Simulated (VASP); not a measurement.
# Si in VASP: notebook, part 3 of 4

VASP 6.6.1. Earlier steps stand in the parts before.

## Step 6: Electric field gradients, PBE (equal xy, yz and zx shear strains of +3 %)

The input, INCAR:

```
SYSTEM = Si
PREC = Accurate
ENCUT = 520
EDIFF = 1E-8
ISMEAR = -1
SIGMA = 0.05
LREAL = .FALSE.
LASPH = .TRUE.
NELM = 100
ALGO = Normal
ISIF = 2
LWAVE = .FALSE.
LCHARG = .FALSE.
GGA = PE
LEFG = .TRUE.
NBANDS = 11
```

The input, KPOINTS:

```
Automatic mesh
0
G
  16 16 16
  0 0 0
```

The input, POSCAR:

```
Si
1.0
   -2.1963475000      2.3538600000      1.2767625000
    2.2345975000     -2.3156100000      1.2732375000
    2.2674025000      2.3831400000     -1.2057075000
Si
2
Direct
    0.8070000000      0.5570000000      0.2500000000
    0.1930000000      0.4430000000      0.7500000000
```

Potentials or basis: VASP PAW PBE potentials, release 64 (Si).

The run is started by

```console
> cat potpaw_PBE.64/Si/POTCAR > POTCAR
> mpirun -np 1 vasp_std > vasp.out
```

OUTCAR:

```text
SYSTEM = Si
   PREC = Accurate
   ENCUT = 520
   EDIFF = 1E-8
   ISMEAR = -1
   LREAL = .FALSE.
   LASPH = .TRUE.
   NELM = 100
   ISIF = 2
   GGA = PE

 ion  position               nearest neighbor table
   1  0.807  0.557  0.250-   2 2.38   2 2.40   2 2.43   2 2.48   2 2.70   2 2.78
   2  0.193  0.443  0.750-   1 2.38   1 2.40   1 2.43   1 2.48   1 2.70   1 2.78

  LATTYP: Found a triclinic cell.
 ALAT       =     2.5505736855
 B/A-ratio  =     1.9612717319
 C/A-ratio  =     2.0551475642
 COS(alpha) =     0.0179776884
 COS(beta)  =     0.5125364025
 COS(gamma) =     0.7655196726

  Lattice vectors:

 A1 = (  -0.0382500000,  -0.0382500000,  -2.5500000000)
 A2 = (   2.1580975000,  -2.3921100000,  -3.8267625000)
 A3 = (  -4.5402500000,  -0.1057800000,  -2.6175300000)

Analysis of symmetry for initial positions (statically):
=====================================================================
 Subroutine PRICEL returns:
 Original cell was already a primitive cell.

 Routine SETGRP: Setting up the symmetry group for a
 triclinic supercell.

 Subroutine GETGRP returns: Found  2 space group operations
 (whereof  2 operations were pure point group operations)
 out of a pool of  2 trial point group operations.

The static configuration has the point symmetry S_2 .

Analysis of symmetry for dynamics (positions and initial velocities):
=====================================================================
 Subroutine PRICEL returns:
 Original cell was already a primitive cell.

 Routine SETGRP: Setting up the symmetry group for a
 triclinic supercell.

 Subroutine GETGRP returns: Found  2 space group operations
 (whereof  2 operations were pure point group operations)
 out of a pool of  2 trial point group operations.

The dynamic configuration has the point symmetry S_2 .

 Subroutine INISYM returns: Found  2 space group operations
 (whereof  2 operations are pure point group operations),
 and found     1 'primitive' translations

----------------------------------------------------------------------------------------

                                     Primitive cell

  volume of cell :      27.1724

  direct lattice vectors                    reciprocal lattice vectors
    -2.196347500  2.353860000  1.276762500    -0.008919141  0.205399717  0.389209654
     2.234597500 -2.315610000  1.273237500     0.216424031 -0.009082061  0.389046733
     2.267402500  2.383140000 -1.205707500     0.219100874  0.207913639 -0.006405218

  length of vectors
     3.463339678  3.460723825  3.503455570     0.440173545  0.445285533  0.302116371

  position of ions in fractional coordinates (direct lattice)
     0.807000000  0.557000000  0.250000000
     0.193000000  0.443000000  0.750000000

  ion indices of the primitive-cell ions
   primitive index   ion index
                 1           1
                 2           2

----------------------------------------------------------------------------------------

 KPOINTS: Automatic mesh
[... 78 lines left out ...]
   PSTRESS=    0.0 pullay stress
   NELECT =       8.0000    total number of electrons
   NUPDOWN=      -1.0000    fix difference up-down
   EMIN   =  10.00;   EMAX   =-10.00  energy-range for DOS
   EFERMI =   0.00;   METHOD = LEGACY
   ISMEAR =    -1;   SIGMA  =   0.05  broadening in eV -4-tet -1-fermi 0-gaus
   EFERMI_NEDOS =   21; number of points for ismear=-14 and -15
   IALGO  =     38    algorithm
   IMIX   =      4    mixing-type and parameters
     AMIX     =   0.40;   BMIX     =  1.00
     AMIX_MAG =   1.60;   BMIX_MAG =  1.00
  volume/ion in A,a.u.               =      13.59        91.68
  Fermi-wavevector in a.u.,A,eV,Ry     =   1.089085  2.058073 16.137964  1.186107
  Thomas-Fermi vector in A             =   2.225281
   LORBIT       =      0    0 simple, 1 ext, 2 COOP (PROOUT), +10 PAW based schemes
   GGA     = PE    functional components
   LHFCALC =     F    Hartree Fock is set to
   AEXX    =    0.0000 exact exchange contribution
   IVDW    =     0    specifies the selected vdW correction
   LEPSILON=     F    determine dielectric tensor
   LRPA    =     F    only Hartree local field effects (RPA)
 non-spin polarized calculation
  energy-cutoff  :      520.00
  volume of cell :       27.17
 maximum number of plane-waves:       748
 NGX is ok and might be reduce to    28
   NGX = 13   NGY = 13   NGZ = 13

 number of electron       8.0000000 magnetization

 Free energy of the ion-electron system (eV)
  ---------------------------------------------------
  ext. energy  EPLUGINS =         0.00000000
  ---------------------------------------------------
  free energy    TOTEN  =       -10.09197610 eV

  energy without entropy =      -10.08618263  energy(sigma->0) =      -10.08907936

 E-fermi :  10.7010     XC(G=0): -11.3797

 val. band max:       10.7000419702   @ k =   0.5000   0.3125   0.4375
 cond. band min:      10.7036830248   @ k =   0.3125  -0.0000   0.2500
 fundamental gap:      0.0036410546
 Fermi energy:        10.7010233280

 k-point     1 :       0.0000    0.0000    0.0000
  band No.  band energies     occupation
      1      -4.1166      2.00000
      2       7.5562      2.00000
      3       8.4027      2.00000
      4       9.0046      2.00000
      5      11.8417      0.00000
      6      18.4835      0.00000
      7      19.8620      0.00000
      8      20.6842      0.00000
      9      21.1342      0.00000
     10      21.6349      0.00000
     11      22.5249      0.00000
[... 309 lines left out ...]
 k-point    24 :      -0.1250    0.0625   -0.0000
  band No.  band energies     occupation
      1      -3.9009      2.00000
      2       6.8820      2.00000
      3       7.6755      2.00000
      4       9.9687      2.00000
      5      13.0006      0.00000
      6      16.7003      0.00000
      7      18.5939      0.00000
      8      20.2961      0.00000
      9      20.5675      0.00000
     10      21.9324      0.00000
     11      23.3372      0.00000

 [... further k-points ...]
[... 5 lines left out ...]
  --------------------------------------------------------------------------------------
  -------------------------------------------------------------------------------------
  Total        2.5104997      3.0037619      2.4589696     -0.3513829     -0.3617084     -0.2078572
  in kB      148.0273661    177.1117338    144.9889825    -20.7186962    -21.3275215    -12.2559471
  external PRESSURE =     156.7093608 kB  Pullay stress =       0.0000000 kB

 VOLUME and BASIS-vectors are now :
 -----------------------------------------------------------------------------
  energy-cutoff  :      520.00
  volume of cell :       27.17
      direct lattice vectors                 reciprocal lattice vectors
    -2.196347500  2.353860000  1.276762500    -0.008919141  0.205399717  0.389209654
     2.234597500 -2.315610000  1.273237500     0.216424031 -0.009082061  0.389046733
     2.267402500  2.383140000 -1.205707500     0.219100874  0.207913639 -0.006405218

 POSITION                                       TOTAL-FORCE (eV/Angst)
 -----------------------------------------------------------------------------------
      0.03907      1.20556      1.43811         0.095714     -0.039230     -0.007515
      2.26658      1.21583     -0.09382        -0.095714      0.039230      0.007515
 -----------------------------------------------------------------------------------
    total drift:                                0.000000     -0.000000     -0.000000

  FREE ENERGIE OF THE ION-ELECTRON SYSTEM (eV)
  ---------------------------------------------------
  free  energy   TOTEN  =       -10.0919760970 eV

  energy  without entropy=      -10.0861826319  energy(sigma->0) =      -10.08907936

 Electric field gradients (V/A^2)
---------------------------------------------------------------------
 ion       V_xx      V_yy      V_zz      V_xy      V_xz      V_yz
---------------------------------------------------------------------
   1       9.969   -26.469    16.500    -0.244     2.999     0.074
   2       9.969   -26.469    16.500    -0.244     2.999     0.074
---------------------------------------------------------------------

 Electric field gradients after diagonalization (V/A^2)
 (convention: |V_zz| > |V_xx| > |V_yy|)
----------------------------------------------------------------------
 ion       V_xx      V_yy      V_zz     asymmetry (V_yy - V_xx)/ V_zz
----------------------------------------------------------------------
   1      17.669     8.803   -26.471       0.335
   2      17.669     8.803   -26.471       0.335
----------------------------------------------------------------------

           NMR quadrupolar parameters

 Cq : quadrupolar parameter    Cq=e*Q*V_zz/h
 eta: asymmetry parameters     (V_yy - V_xx)/ V_zz
 Q  : nuclear electric quadrupole moment in mb (millibarn)
----------------------------------------------------------------------
 ion       Cq(MHz)       eta       Q (mb)
----------------------------------------------------------------------
   1      -0.064       0.335       1.000
   2      -0.064       0.335       1.000
----------------------------------------------------------------------
```

OSZICAR:

```text
N       E                     dE             d eps       ncg     rms          rms(c)
DAV:   1     0.610544438188E+01    0.61054E+01   -0.35220E+03 45168   0.618E+02
DAV:   2    -0.969969215450E+01   -0.15805E+02   -0.15222E+02 58584   0.871E+01
DAV:   3    -0.101139685182E+02   -0.41428E+00   -0.41005E+00 58249   0.114E+01
DAV:   4    -0.101154671843E+02   -0.14987E-02   -0.14985E-02 54071   0.854E-01
DAV:   5    -0.101154728438E+02   -0.56594E-05   -0.56603E-05 56422   0.477E-02    0.491E+00
DAV:   6    -0.101008543096E+02    0.14619E-01   -0.49457E-03 53405   0.364E-01    0.286E+00
DAV:   7    -0.100920338177E+02    0.88205E-02   -0.10058E-02 52023   0.561E-01    0.227E-01
DAV:   8    -0.100919834841E+02    0.50334E-04   -0.87999E-04 52794   0.169E-01    0.587E-02
DAV:   9    -0.100919766565E+02    0.68276E-05   -0.40697E-05 54446   0.410E-02    0.439E-02
DAV:  10    -0.100919762279E+02    0.42861E-06   -0.28481E-06 55482   0.111E-02    0.400E-03
DAV:  11    -0.100919761420E+02    0.85909E-07   -0.16155E-07 54218   0.238E-03    0.102E-03
DAV:  12    -0.100919761169E+02    0.25053E-07   -0.30590E-08 51717   0.856E-04    0.229E-04
DAV:  13    -0.100919761014E+02    0.15561E-07   -0.19995E-09 29529   0.298E-04    0.119E-04
DAV:  14    -0.100919760970E+02    0.43683E-08   -0.11416E-10 28386   0.866E-05
   1 F= -.10091976E+02 E0= -.10089079E+02  d E =-.579347E-02
```

stdout:

```text
POSCAR found type information on POSCAR Si
 POSCAR found :  1 types and       2 ions
 scaLAPACK will be used
 LDA part: xc-table for (Slater+PW92), standard interpolation
 POSCAR, INCAR and KPOINTS ok, starting setup
 FFT: planning ... GRIDC
 FFT: planning ... GRID_SOFT
 FFT: planning ... GRID
 WAVECAR not read
 entering main loop
ion   1
     0.0000353     0.0866417     0.0534633    -0.8552519    -0.2302013    -1.0545219
     0.0000487     0.0866417     0.0534633    -0.8552519    -0.2302013    -1.0545219
     0.0000670     0.0866417     0.0534633    -0.8552519    -0.2302013    -1.0545219
     0.0000923     0.0866417     0.0534633    -0.8552519    -0.2302013    -1.0545219

     0.0000353     0.1436288    -0.1624689   -12.7881028    -2.7611152   -16.2278874
     0.0000487     0.1436287    -0.1624686   -12.7880891    -2.7611123   -16.2278700
     0.0000670     0.1436287    -0.1624682   -12.7880663    -2.7611075   -16.2278409
     0.0000923     0.1436286    -0.1624674   -12.7880284    -2.7610995   -16.2277927

ion   2
     0.0000353     0.0866417     0.0534633    -0.8552519    -0.2302013    -1.0545219
     0.0000487     0.0866417     0.0534633    -0.8552519    -0.2302013    -1.0545219
     0.0000670     0.0866417     0.0534633    -0.8552519    -0.2302013    -1.0545219
     0.0000923     0.0866417     0.0534633    -0.8552519    -0.2302013    -1.0545219

     0.0000353     0.1436288    -0.1624689   -12.7881028    -2.7611152   -16.2278874
     0.0000487     0.1436287    -0.1624686   -12.7880891    -2.7611123   -16.2278700
     0.0000670     0.1436287    -0.1624682   -12.7880663    -2.7611075   -16.2278409
     0.0000923     0.1436286    -0.1624674   -12.7880284    -2.7610995   -16.2277927
```

Run time: 4 min. Hardware: 1 thread of Intel Xeon 6975P-C (Granite Rapids), shared host; peak memory 0.56 GiB.

Results:

```yaml
Free_energy: -10.0920 eV
Pressure: 15.7 GPa
Largest_force: 0.104 eV/Å
Band_gap_on_the_k_mesh: zero (bands 4 and 5 overlap by 7.55 eV)
Largest_electric_field_gradient_by_atom: Si -26.5 V/Å²
```

Forces in eV/Å, atoms in the order of the input:
```
Si   0.096 -0.039 -0.008
Si  -0.096  0.039  0.008
```

Levels at points of the mesh, in eV from the Fermi level:
| k point | band 2 | band 3 | band 4 | band 5 | band 6 | band 7 |
| --- | --- | --- | --- | --- | --- | --- |
| (0.00, 0.00, 0.00) | -3.14 | -2.30 | -1.70 | 1.14 | 7.78 | 9.16 |
| (0.50, 0.00, 0.00) | -7.78 | -1.68 | -1.16 | -1.10 | 0.20 | 5.38 |
| (0.00, 0.50, 0.00) | -7.41 | -2.75 | -1.98 | -1.12 | 1.19 | 5.79 |
| (0.50, 0.50, 0.00) | -11.36 | -0.10 | -0.08 | 2.64 | 2.70 | 8.26 |
| (0.00, 0.00, 0.50) | -11.56 | 0.39 | 0.41 | 3.21 | 3.26 | 8.76 |
| (0.50, 0.00, 0.50) | -7.21 | -3.18 | -2.10 | -1.80 | 1.08 | 4.68 |
| (0.00, 0.50, 0.50) | -7.49 | -2.24 | -1.65 | -1.20 | 0.06 | 4.41 |
| (0.50, 0.50, 0.50) | -8.17 | -7.69 | -7.41 | 5.79 | 6.54 | 14.15 |

Electric field gradients, principal values (V/Å²):
| atom | least | middle | greatest (by size) |
| --- | --- | --- | --- |
| 1 Si | 8.803 | 17.669 | -26.471 |
| 2 Si | 8.803 | 17.669 | -26.471 |

Caveat: the cell differs from its parent crystal (equal xy, yz and zx shear strains of +3 %); the cell stands under pressure; without QUAD_EFG the Cq values of the log hold for a quadrupole moment of 1 mb, not for the nuclei.

[end of part 3 of 4]
